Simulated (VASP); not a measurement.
Runs of VASP 6.6.1 on FeO. Symmetry: R-3m, No. 166, trigonal system. The conventional cell has a = 3.038 Å, b = 3.038 Å, c = 7.559 Å, α = 90.00°, β = 90.00°, γ = 120.00°. Within 2.9 Å of Fe (site symmetry -3m) lie 6 O at 2.16 Å. O (site symmetry -3m) has 6 Fe at 2.16 Å within 2.9 Å. 

| level | spin | U | gap on the mesh (eV) | pressure (GPa) | moment (μB) |
| --- | --- | --- | --- | --- | --- |
| r2SCAN | off | - | 0.36 | -28.7 | - |
| PBE+U | collinear, antiferromagnetic start | Fe d U = 4.0 eV | none | (b) | 0.00 |
| PBE+U | off | Fe d U = 4.0 eV | (a) | -18.8 | - |
| PBE+U | collinear, ferromagnetic start | Fe d U = 4.0 eV | none | (c) | 8.00 |

Alike in all rows: task single point; potentials or basis VASP PAW PBE potentials, release 64 (Fe, O); cell as given; k mesh 9 × 9 × 5; cutoff (eV) 520; smearing fermi-dirac 0.05 eV.

Task: Fill in the values left out.

Result: (a) 2.14; (b) 1.7; (c) -1.3.

Caveats: the cell stands under tension (at least some runs); semilocal functionals underestimate gaps, and a narrow one can read as zero (at least some runs); the PAW data sets were made with another functional, which shifts forces and pressure a little (at least some runs); the stress differs along the axes, from -1 to 6 GPa (at least some runs); the run started ferromagnetic, and an antiferromagnetic order may lie lower in energy (at least some runs).

A k mesh can miss the band edges.

A gap of «none» marks levels without a gap at the run's occupations.
